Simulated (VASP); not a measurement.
Cu:

```xyz
2
Lattice="2.5455 0.0000 0.0000 -1.2728 2.2045 0.0000 0.0000 0.0000 4.1573" Properties=species:S:1:pos:R:3 pbc="T T T"
Cu    0.0000    1.4697    1.0393
Cu    1.2728    0.7348    3.1180
```

This cell differs from its parent crystal: volume scaled by 1.03, then relaxed in part.

Base run:

| Property | Result |
| --- | --- |
| Program | VASP 6.6.1 |
| Functional | PBEsol |
| Potentials or basis | VASP PAW PBE potentials, release 64 (Cu) |
| Cutoff | 520 eV |
| k mesh | 18 × 18 × 10 |
| Occupations | gaussian, width 0.1 eV |
| Spin | no spin polarisation |

Its results: band gap on the k mesh zero (band 11 reaches 11.60 eV, above the bottom of band 12 at 5.59 eV); pressure -3.8 GPa.

Question: The run is repeated on the same cell with these changes: potentials or basis from VASP PAW PBE potentials, release 64 (Cu) to VASP PAW PBE potentials, release 64 (Cu_sv_GW); cutoff from 520 eV to 700 eV; further incar settings from ALGO = Normal; EDIFF = 1e-06; NBANDS = 18 to ALGO = Normal; EDIFF = 1e-06; NBANDS = 26; valence electrons from 22 to 38. What comes out?

Answer: Band gap on the k mesh zero (band 19 reaches 11.58 eV, above the bottom of band 20 at 5.63 eV); pressure -9.4 GPa.

Caveats: the PAW data sets were made with another functional, which shifts forces and pressure a little.
